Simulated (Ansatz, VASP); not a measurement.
# Two plane-wave programs on Al4Si

Contents of INCAR:

```
ALGO = Normal ; DIPOL = 0.5 0.5 0.500
EDIFF = 1E-6 ; ENCUT = 520
GGA = PE ; IDIPOL = 3
ISIF = 2 ; ISMEAR = -1
LASPH = T ; LCHARG = F
LDIPOL = T ; LREAL = F
LWAVE = F ; NBANDS = 16
NELM = 80 ; PREC = Accurate
SIGMA = 0.08
```

KPOINTS

```
k-points
0
Gamma
  14 14 1
```

The input POSCAR:

```
Al4Si
1.0
    2.8574853682      0.0000000000      0.0000000000
    0.0000000000      2.8574853682      0.0000000000
    0.0000000000      0.0000000000     24.0822000000
Si Al
1 4
Direct
    0.0000000000      0.0000000000      0.3291663618
    0.5000000000      0.5000000000      0.4144188660
    0.0000000000      0.0000000000      0.4999999984
    0.5000000000      0.5000000000      0.5855811344
    0.0000000000      0.0000000000      0.6708336395
```

Input for Ansatz:

```yaml
crystal:
  lattice:
    - [2.8574853682, 0.0, 0.0]
    - [0.0, 2.8574853682, 0.0]
    - [0.0, 0.0, 24.0822]
  atoms:
    - { symbol: Si, position: [0.0, 0.0, 0.3291663618] }
    - { symbol: Al, position: [0.5, 0.5, 0.414418866] }
    - { symbol: Al, position: [0.0, 0.0, 0.4999999984] }
    - { symbol: Al, position: [0.5, 0.5, 0.5855811344] }
    - { symbol: Al, position: [0.0, 0.0, 0.6708336395] }
kpoints:
  mp_grid: { grid: [14, 14, 1] }
scf:
  occupations: { method: fermi_dirac, width: 0.08 }
hamiltonian:
  xc: pbe
  pseudopotentials: { kind: paw }
output:
  forces: true
  stress: true
  eigenvalues: true
efield:
  axis: 3
  amplitude: 0
  dipole_correction: true
```

Alike in both runs: task single point; functional PBE; k mesh 14 × 14 × 1; occupations fermi-dirac, width 0.08 eV; no spin polarisation.

|  | VASP | Ansatz |
| --- | --- | --- |
| version | VASP 6.6.1 | Ansatz 0.2.0 |
| potentials or method | VASP PAW PBE potentials, release 64 (Si, Al) | PAW with Ansatz's default frozen-core files, scalar-relativistic |
| plane-wave cutoff (eV) | 520 | 420 |
| valence electrons in the cell | 16 | 16 |

|  | VASP | Ansatz | Ansatz less VASP |
| --- | --- | --- | --- |
| rms of the force components (eV/Å) | 0.203 | 0.203 | -0.0008 |

Atom by atom the forces differ by 0.001 eV/Å (rms over components). With one functional, cell and mesh, what is left measures potentials, basis and numerics.
